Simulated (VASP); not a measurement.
# In (Fd-3m) in VASP: notebook, part 2 of 2

VASP 6.6.1. Earlier steps stand in the parts before.

## 4. Single point, PBE

This run uses another cell than the first one, of 16.87 Å³/atom, 1.131 times its volume.

INCAR reads:

```
  PREC = Accurate
  ENCUT = 520
  EDIFF = 1E-6
  ISMEAR = -1
  SIGMA = 0.08
  LREAL = F
  LASPH = T
  NELM = 80
  ALGO = Normal
  ISIF = 2
  LWAVE = F
  LCHARG = F
  GGA = PE
  NBANDS = 20
```

KPOINTS reads:

```
Automatic mesh
0
Gamma
  13 13 13
```

POSCAR reads:

```
In
1.0
    0.0000000000      2.5646850497      2.5646850497
    2.5646850497      0.0000000000      2.5646850497
    2.5646850497      2.5646850497      0.0000000000
In
2
Direct
   -0.1250000000     -0.1250000000     -0.1250000000
    0.1250000000      0.1250000000      0.1250000000
```

Potentials or basis: VASP PAW PBE potentials, release 64 (In_d).

Run with:

```
> cat potpaw_PBE.64/In_d/POTCAR > POTCAR
> mpirun -np 1 vasp_std > vasp.out
```

OUTCAR:

```text
PREC = Accurate
   ENCUT = 520
   EDIFF = 1E-6
   ISMEAR = -1
   LREAL = F
   LASPH = T
   NELM = 80
   ISIF = 2
   GGA = PE

 ion  position               nearest neighbor table
   1  0.875  0.875  0.875-   2 2.22   2 2.22   2 2.22   2 2.22
   2  0.125  0.125  0.125-   1 2.22   1 2.22   1 2.22   1 2.22

  LATTYP: Found a face centered cubic cell.
 ALAT       =     5.1293700994

  Lattice vectors:

[... 187 lines left out ...]
  band No.  band energies     occupation
      1      -4.1054      2.00000
      2      -4.1054      2.00000
      3      -4.1054      2.00000
      4      -4.0111      2.00000
      5      -4.0111      2.00000
      6      -1.8883      2.00000
[... 541 lines left out ...]
     19      24.4463      0.00000
     20      28.0545      0.00000

 [... further k-points ...]
[... 5 lines left out ...]
  --------------------------------------------------------------------------------------
  -------------------------------------------------------------------------------------
  Total       29.6660069     29.6660069     29.6660069      0.0000000      0.0000000      0.0000000
  in kB     1408.7617777   1408.7617777   1408.7617777      0.0000000      0.0000000      0.0000000
  external PRESSURE =    1408.7617777 kB  Pullay stress =       0.0000000 kB

 VOLUME and BASIS-vectors are now :
 -----------------------------------------------------------------------------
  energy-cutoff  :      520.00
  volume of cell :       33.74
      direct lattice vectors                 reciprocal lattice vectors
     0.000000000  2.564685050  2.564685050    -0.194955712  0.194955712  0.194955712
     2.564685050  0.000000000  2.564685050     0.194955712 -0.194955712  0.194955712
     2.564685050  2.564685050  0.000000000     0.194955712  0.194955712 -0.194955712

 POSITION                                       TOTAL-FORCE (eV/Angst)
 -----------------------------------------------------------------------------------
      4.48820      4.48820      4.48820         0.000000      0.000000      0.000000
      0.64117      0.64117      0.64117        -0.000000     -0.000000     -0.000000
 -----------------------------------------------------------------------------------
    total drift:                                0.000000     -0.000000     -0.000000

  FREE ENERGIE OF THE ION-ELECTRON SYSTEM (eV)
  ---------------------------------------------------
  free  energy   TOTEN  =         3.9621444179 eV

  energy  without entropy=        3.9746453920  energy(sigma->0) =        3.96839490
```

OSZICAR:

```text
N       E                     dE             d eps       ncg     rms          rms(c)
DAV:   1     0.225075911257E+03    0.22508E+03   -0.13324E+04  3496   0.214E+03
DAV:   2     0.207104089123E+02   -0.20437E+03   -0.20001E+03  3376   0.409E+02
DAV:   3     0.399098032826E+01   -0.16719E+02   -0.16616E+02  3696   0.131E+02
DAV:   4     0.353494278020E+01   -0.45604E+00   -0.45574E+00  4052   0.219E+01
DAV:   5     0.351091142988E+01   -0.24031E-01   -0.24030E-01  5040   0.438E+00    0.128E+01
DAV:   6     0.381489498388E+01    0.30398E+00   -0.13912E-01  5028   0.835E+00    0.607E+00
DAV:   7     0.395247681928E+01    0.13758E+00   -0.63547E-02  5312   0.504E+00    0.922E-01
DAV:   8     0.396178256960E+01    0.93058E-02   -0.11322E-02  4540   0.133E+00    0.859E-02
DAV:   9     0.396214178156E+01    0.35921E-03   -0.82267E-04  5436   0.452E-01    0.156E-01
DAV:  10     0.396213515780E+01   -0.66238E-05   -0.34147E-05  4764   0.480E-02    0.199E-02
DAV:  11     0.396214171597E+01    0.65582E-05   -0.12909E-06  3740   0.150E-02    0.546E-03
DAV:  12     0.396214413073E+01    0.24148E-05   -0.47013E-07  2392   0.108E-02    0.306E-03
DAV:  13     0.396214441791E+01    0.28718E-06   -0.83475E-08  2192   0.376E-03
   1 F= 0.39621444E+01 E0= 0.39683949E+01  d E =-.125010E-01
```

stdout:

```text
POSCAR found type information on POSCAR In
 POSCAR found :  1 types and       2 ions
 scaLAPACK will be used
 LDA part: xc-table for (Slater+PW92), standard interpolation
 POSCAR, INCAR and KPOINTS ok, starting setup
 FFT: planning ... GRIDC
 FFT: planning ... GRID_SOFT
 FFT: planning ... GRID
 WAVECAR not read
 entering main loop
```

Wall time 48 s (1 thread of Intel Xeon 6975P-C, shared host); peak memory 0.18 GiB.

What came out:

| Quantity | Value |
| --- | --- |
| Free energy | 3.9621 eV |
| Pressure | 140.9 GPa |
| Band gap on the k mesh | zero (band 13 reaches 19.40 eV, above the bottom of band 14 at 10.72 eV) |

Caveat: spin-orbit coupling is left out, which moves the levels of the heavy elements.

## 5. Single point, PBE

This run uses another cell than the first one, of 16.88 Å³/atom, 1.132 times its volume.

INCAR reads:

```
SYSTEM = In
  PREC = Accurate
  ENCUT = 520
  EDIFF = 1E-6
  ISMEAR = -1
  SIGMA = 0.08
  LREAL = .FALSE.
  LASPH = .TRUE.
  NELM = 80
  ALGO = Normal
  ISIF = 2
  LWAVE = .FALSE.
  LCHARG = .TRUE.
  GGA = PE
  LELF = .TRUE.
  LVHAR = .TRUE.
  NBANDS = 20
```

KPOINTS reads:

```
Automatic mesh
0
G
  13 13 13
  0 0 0
```

POSCAR reads:

```
In
1.0
    0.0000000000      2.5653225446      2.5653225446
    2.5653225446      0.0000000000      2.5653225446
    2.5653225446      2.5653225446      0.0000000000
In
2
Direct
   -0.1250000000     -0.1250000000     -0.1250000000
    0.1250000000      0.1250000000      0.1250000000
```

Run with:

```
> cat potpaw_PBE.64/In_d/POTCAR > POTCAR
> mpirun -np 1 vasp_std > vasp.out
```

Wall time 44 s (1 thread of Intel Xeon 6975P-C, shared host); peak memory 0.19 GiB.

The run converged. Its results:

| Property | Result |
| --- | --- |
| Free energy | 3.9400 eV |
| Pressure | 140.5 GPa |
| Band gap on the k mesh | zero (band 13 reaches 19.38 eV, above the bottom of band 14 at 10.70 eV) |

Levels at points of the mesh, in eV from the Fermi level:
| k point | band 11 | band 12 | band 13 | band 14 | band 15 | band 16 |
| --- | --- | --- | --- | --- | --- | --- |
| (0.00, 0.00, 0.00) | -13.38 | 5.88 | 5.88 | 5.88 | 6.55 | 6.55 |

Caveat: spin-orbit coupling is left out, which moves the levels of the heavy elements.

## 6. The runs side by side

| task | cell | cutoff (eV) | gap on the mesh (eV) | pressure (GPa) |
| --- | --- | --- | --- | --- |
| relaxation of cell and atoms | relaxed to 140 GPa from a = 3.481 Å, angles 60.0°, 2 atoms | 600 | none | 140.0 |
| relaxation of cell and atoms | relaxed to 140 GPa from a = 3.627 Å, angles 60.0°, 2 atoms | 600 | none | 140.0 |
| single point | a = 3.627 Å, angles 60.0°, 2 atoms | 520 | none | 140.9 |
| single point | a = 3.628 Å, angles 60.0°, 2 atoms | 520 | none | 140.5 |

Alike in all rows: level PBE; potentials or basis VASP PAW PBE potentials, release 64 (In_d); no spin polarisation; k mesh 13 × 13 × 13; smearing fermi-dirac 0.08 eV.

Caveats: spin-orbit coupling is left out, which moves the levels of the heavy elements; the cell is relaxed towards a set pressure, so the enthalpy falls and the energy may rise (some runs).

Total energies depend on the potentials used, so only differences within one code and one set of settings carry meaning.
